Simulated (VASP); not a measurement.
# W (Im-3m) in VASP: further runs, part 2 of 2

VASP 6.6.1. The steps go on from the part before.

## 4. Single point, PBE

This run uses another cell than the first one: it holds 2 atoms, not 1.

The input, INCAR:

```
SYSTEM = W
PREC = Accurate ; ENCUT = 520
EDIFF = 1E-6 ; ISMEAR = -1
SIGMA = 0.1 ; LREAL = .FALSE.
LASPH = .TRUE. ; NELM = 80
ALGO = Normal ; ISIF = 2
LWAVE = .FALSE. ; LCHARG = .FALSE.
GGA = PE ; NBANDS = 21
```

The input, KPOINTS:

```
regular mesh
0
G
  13 13 7
  0 0 0
```

The input, POSCAR:

```
W
1.0
   -1.5917658882      1.5917658882      1.5917658882
    1.5917658882     -1.5917658882      1.5917658882
    3.1835317764      3.1835317764      0.0000000000
W
2
Direct
    0.0000000000      0.0000000000      0.0000000000
    0.5000000000      0.5000000000      0.5000000000
```

Potentials or basis: VASP PAW PBE potentials, release 64 (W_sv).

Command:

```
$ cat potpaw_PBE.64/W_sv/POTCAR > POTCAR
$ mpirun -np 1 vasp_std > vasp.out
```

OUTCAR:

```text
SYSTEM = W
   PREC = Accurate
   ENCUT = 520
   EDIFF = 1E-6
   ISMEAR = -1
   LREAL = .FALSE.
   LASPH = .TRUE.
   NELM = 80
   ISIF = 2
   GGA = PE

 ion  position               nearest neighbor table
   1  0.000  0.000  0.000-   2 2.76   2 2.76   2 2.76   2 2.76   2 3.18   2 3.18   2 3.18   2 3.18

   2  0.500  0.500  0.500-   1 2.76   1 2.76   1 2.76   1 2.76   1 3.18   1 3.18   1 3.18   1 3.18

  LATTYP: Found a base centered orthorhombic cell.
 ALAT       =     3.1835317764
 B/A-ratio  =     1.4142135624
 C/A-ratio  =     1.4142135624

  Lattice vectors:

 A1 = (  -1.5917658882,   1.5917658882,   1.5917658882)
 A2 = (   1.5917658882,  -1.5917658882,   1.5917658882)
 A3 = (   3.1835317764,   3.1835317764,   0.0000000000)

Analysis of symmetry for initial positions (statically):
=====================================================================
 Subroutine PRICEL returns following result:

  LATTYP: Found a body centered cubic cell.
 ALAT       =     3.1835317764

  Lattice vectors:

 A1 = (  -1.5917658882,   1.5917658882,  -1.5917658882)
 A2 = (  -1.5917658882,  -1.5917658882,   1.5917658882)
 A3 = (   1.5917658882,   1.5917658882,   1.5917658882)

   2 primitive cells build up your supercell.

 Routine SETGRP: Setting up the symmetry group for a
 base centered orthorhombic supercell.

 Subroutine GETGRP returns: Found  8 space group operations
 (whereof  8 operations were pure point group operations)
 out of a pool of  8 trial point group operations.

The static configuration has the point symmetry D_2h.

Analysis of symmetry for dynamics (positions and initial velocities):
=====================================================================
 Subroutine PRICEL returns following result:

  LATTYP: Found a body centered cubic cell.
 ALAT       =     3.1835317764

  Lattice vectors:

 A1 = (  -1.5917658882,   1.5917658882,  -1.5917658882)
 A2 = (  -1.5917658882,  -1.5917658882,   1.5917658882)
 A3 = (   1.5917658882,   1.5917658882,   1.5917658882)

   2 primitive cells build up your supercell.

 Routine SETGRP: Setting up the symmetry group for a
 base centered orthorhombic supercell.

 Subroutine GETGRP returns: Found  8 space group operations
 (whereof  8 operations were pure point group operations)
 out of a pool of  8 trial point group operations.

The dynamic configuration has the point symmetry D_2h.

 Subroutine INISYM returns: Found  8 space group operations
 (whereof  8 operations are pure point group operations),
 and found     2 'primitive' translations

----------------------------------------------------------------------------------------

                                     Primitive cell

  volume of cell :      16.1323

  direct lattice vectors                    reciprocal lattice vectors
    -1.591765888  1.591765888 -1.591765888    -0.314116544  0.314116544  0.000000000
    -1.591765888 -1.591765888  1.591765888    -0.314116544  0.000000000  0.314116544
     1.591765888  1.591765888  1.591765888     0.000000000  0.314116544  0.314116544

  length of vectors
     2.757019392  2.757019392  2.757019392     0.444227877  0.444227877  0.444227877

  position of ions in fractional coordinates (direct lattice)
     0.000000000  0.000000000  0.000000000

[... 22 lines left out ...]
  Shift w.r.t. Gamma in fractional coordinates (k-lattice)
     0.000000000  0.000000000  0.000000000

 Subroutine IBZKPT returns following result:
 ===========================================

 Found    196 irreducible k-points:

 Following reciprocal coordinates:
            Coordinates               Weight
  0.000000  0.000000  0.000000      1.000000
  0.076923  0.000000  0.000000      4.000000
  0.153846  0.000000  0.000000      4.000000
  0.230769  0.000000  0.000000      4.000000
  0.307692  0.000000  0.000000      4.000000
  0.384615  0.000000  0.000000      4.000000
[... 16 lines left out ...]
  0.384615  0.153846  0.000000      4.000000
  0.461538  0.153846  0.000000      4.000000
 [... further k-points ...]
   k-points           NKPTS =    196   k-points in BZ     NKDIM =    196   number of bands    NBANDS=     21
   number of dos      NEDOS =    301   number of ions     NIONS =      2
   total plane-waves  NPLWV =  20736
   dimension x,y,z NGX =    24 NGY =   24 NGZ =   36
   dimension x,y,z NGXF=    48 NGYF=   48 NGZF=   72
   ions per type =               2
   NGX,Y,Z   is equivalent  to a cutoff of  14.47, 14.47, 13.29 a.u.
   NGXF,Y,Z  is equivalent  to a cutoff of  28.94, 28.94, 26.59 a.u.
 SYSTEM =  W
   PREC   = accura    normal or accurate (medium, high low for compatibility)
   ISTART =      0    job   : 0-new  1-cont  2-samecut
   ICHARG =      2    charge: 1-file 2-atom 10-const
   ISPIN  =      1    spin polarized calculation?
   LNONCOLLINEAR =      F non collinear calculations
   LSORBIT =      F    spin-orbit coupling
   LASPH  =      T    aspherical Exc in radial PAW
   ENCUT  =  520.0 eV  38.22 Ry    6.18 a.u.   5.13  5.13  8.37*2*pi/ulx,y,z
   NELM   =     80;   NELMIN=  2; NELMDL= -5     # of ELM steps
   EDIFF  = 0.1E-05   stopping-criterion for ELM
   LREAL  =      F    real-space projection
   EDIFFG = 0.1E-04   stopping-criterion for IOM
   NSW    =      0    number of steps for IOM
   IBRION =     -1    ionic relax: 0-MD 1-quasi-New 2-CG
   NFREE  =      0    steps in history (QN), initial steepest desc. (CG)
   ISIF   =      2    stress and relaxation
   ISYM   =      2    0-nonsym 1-usesym 2-fastsym
   POTIM  = 0.5000    time-step for ionic-motion
   TEBEG  =    0.0;   TEEND  =   0.0 temperature during run
   PSTRESS=    0.0 pullay stress
   NELECT =      28.0000    total number of electrons
   NUPDOWN=      -1.0000    fix difference up-down
   EMIN   =  10.00;   EMAX   =-10.00  energy-range for DOS
   EFERMI =   0.00;   METHOD = LEGACY
   ISMEAR =    -1;   SIGMA  =   0.10  broadening in eV -4-tet -1-fermi 0-gaus
   EFERMI_NEDOS =   21; number of points for ismear=-14 and -15
   IALGO  =     38    algorithm
   IMIX   =      4    mixing-type and parameters
     AMIX     =   0.40;   BMIX     =  1.00
     AMIX_MAG =   1.60;   BMIX_MAG =  1.00
  volume/ion in A,a.u.               =      16.13       108.87
  Fermi-wavevector in a.u.,A,eV,Ry     =   1.561535  2.950873 33.176320  2.438391
  Thomas-Fermi vector in A             =   2.664586
   LORBIT       =      0    0 simple, 1 ext, 2 COOP (PROOUT), +10 PAW based schemes
   GGA     = PE    functional components
   LHFCALC =     F    Hartree Fock is set to
   AEXX    =    0.0000 exact exchange contribution
   IVDW    =     0    specifies the selected vdW correction
   LEPSILON=     F    determine dielectric tensor
   LRPA    =     F    only Hartree local field effects (RPA)
 non-spin polarized calculation
  energy-cutoff  :      520.00
  volume of cell :       32.26
 maximum number of plane-waves:       886
 NGX is ok and might be reduce to    24

 number of electron      27.9999995 magnetization

 Free energy of the ion-electron system (eV)
  ---------------------------------------------------
  ext. energy  EPLUGINS =         0.00000000
  ---------------------------------------------------
  free energy    TOTEN  =       -25.93406000 eV

  energy without entropy =      -25.90727399  energy(sigma->0) =      -25.92066699

 E-fermi :  11.1915     XC(G=0): -13.5414

 val. band max:       11.1715438420   @ k =  -0.1538   0.0769   0.2857
 cond. band min:      11.2111550833   @ k =  -0.2308   0.2308   0.0000
 fundamental gap:      0.0396112413
 Fermi energy:        11.1915234681

 k-point     1 :       0.0000    0.0000    0.0000
  band No.  band energies     occupation
      1     -63.0143      2.00000
      2     -62.8903      2.00000
      3     -27.8160      2.00000
      4     -26.9988      2.00000
      5     -26.6084      2.00000
      6     -26.6021      2.00000
[... 565 lines left out ...]
     20      19.0270      0.00000
     21      21.3239      0.00000

 [... further k-points ...]

------------------------ aborting loop because EDIFF is reached ----------------------------------------

  FORCE on cell =-STRESS in cart. coord.  units (eV):
  Direction    XX          YY          ZZ          XY          YZ          ZX
  --------------------------------------------------------------------------------------
  -------------------------------------------------------------------------------------
  Total        0.1087805      0.1087805      0.0447301      0.0743901      0.0000000      0.0000000
  in kB        5.4017462      5.4017462      2.2211748      3.6940131      0.0000000      0.0000000
  external PRESSURE =       4.3415557 kB  Pullay stress =       0.0000000 kB

 VOLUME and BASIS-vectors are now :
 -----------------------------------------------------------------------------
  energy-cutoff  :      520.00
  volume of cell :       32.26
      direct lattice vectors                 reciprocal lattice vectors
    -1.591765888  1.591765888  1.591765888    -0.157058272  0.157058272  0.314116544
     1.591765888 -1.591765888  1.591765888     0.157058272 -0.157058272  0.314116544
     3.183531776  3.183531776  0.000000000     0.157058272  0.157058272  0.000000000

 POSITION                                       TOTAL-FORCE (eV/Angst)
 -----------------------------------------------------------------------------------
      0.00000      0.00000      0.00000        -0.000000     -0.000000     -0.000000
      1.59177      1.59177      1.59177         0.000000      0.000000      0.000000
 -----------------------------------------------------------------------------------
    total drift:                               -0.000000     -0.000000      0.000000

  FREE ENERGIE OF THE ION-ELECTRON SYSTEM (eV)
  ---------------------------------------------------
  free  energy   TOTEN  =       -25.9340599957 eV

  energy  without entropy=      -25.9072739850  energy(sigma->0) =      -25.92066699
```

stdout:

```text
POSCAR found type information on POSCAR W
 POSCAR found :  1 types and       2 ions
 scaLAPACK will be used
 LDA part: xc-table for (Slater+PW92), standard interpolation
 POSCAR, INCAR and KPOINTS ok, starting setup
 FFT: planning ... GRIDC
 FFT: planning ... GRID_SOFT
 FFT: planning ... GRID
 WAVECAR not read
 entering main loop
```

Wall time 32 s (1 thread of Intel Xeon 6975P-C (Granite Rapids), shared host); peak memory 0.23 GiB.

Results:

```yaml
Free_energy: -25.9341 eV
Pressure: 0.4 GPa
Band_gap_on_the_k_mesh: zero (bands 14 and 15 overlap by 3.14 eV)
```

Levels at points of the mesh, in eV from the Fermi level:
```csv
k point,band 11,band 12,band 13,band 14,band 15,band 16,band 17,band 18
"(0.00, 0.00, 0.00)",-3.48,-1.20,-1.20,-1.20,0.62,2.10,2.22,2.22
```

Caveat: spin-orbit coupling is left out, which moves the levels of the heavy elements.

## 5. Single point, PBE

This run uses another cell than the first one: it holds 2 atoms, not 1.

The input, INCAR:

```
PREC = Accurate ; ENCUT = 520
EDIFF = 1E-6 ; ISMEAR = -1
SIGMA = 0.1 ; LREAL = False
LASPH = True ; NELM = 60
ALGO = Normal ; ISIF = 2
LWAVE = False ; LCHARG = False
GGA = PE ; NBANDS = 21
```

The input, KPOINTS:

```
regular mesh
0
Gamma
  13 13 7
```

POSCAR is that of step 4.

Command:

```
$ cat potpaw_PBE.64/W_sv/POTCAR > POTCAR
$ mpirun -np 1 vasp_std > vasp.out
```

Run time: 32 s. Hardware: 1 thread of Intel Xeon 6975P-C (Granite Rapids), shared host; peak memory 0.23 GiB.

Results (log left out):

* Free energy: -25.9341 eV
* Pressure: 0.4 GPa
* Band gap on the k mesh: zero (bands 14 and 15 overlap by 3.14 eV)

Levels at points of the mesh, in eV from the Fermi level:
| k point | band 12 | band 13 | band 14 | band 15 | band 16 | band 17 |
| --- | --- | --- | --- | --- | --- | --- |
| (0.00, 0.00, 0.00) | -1.20 | -1.20 | -1.20 | 0.62 | 2.10 | 2.22 |

Caveat: spin-orbit coupling is left out, which moves the levels of the heavy elements.

## 6. The runs side by side

| task | cell | k mesh | cutoff (eV) | gap on the mesh (eV) | pressure (GPa) |
| --- | --- | --- | --- | --- | --- |
| single point | a = 2.757 Å, angles 109.5°, 1 atom, atomic positions A | 19 × 19 × 19 | 520 | none | 0.5 |
| relaxation of cell and atoms | relaxed from a = 2.758 Å, angles 109.5°, 1 atom, atomic positions A | 19 × 19 × 19 | 600 | none | 0.0 |
| single point | a = 2.757, b = 2.757, c = 4.502 Å, angles 90.0, 90.0, 109.5°, 2 atoms, atomic positions B | 13 × 13 × 7 | 520 | none | 0.4 |

Alike in all rows: level PBE; potentials or basis VASP PAW PBE potentials, release 64 (W_sv); no spin polarisation; smearing fermi-dirac 0.1 eV.

Caveats: spin-orbit coupling is left out, which moves the levels of the heavy elements.

Absolute energies hang on the potentials; compare differences alone.
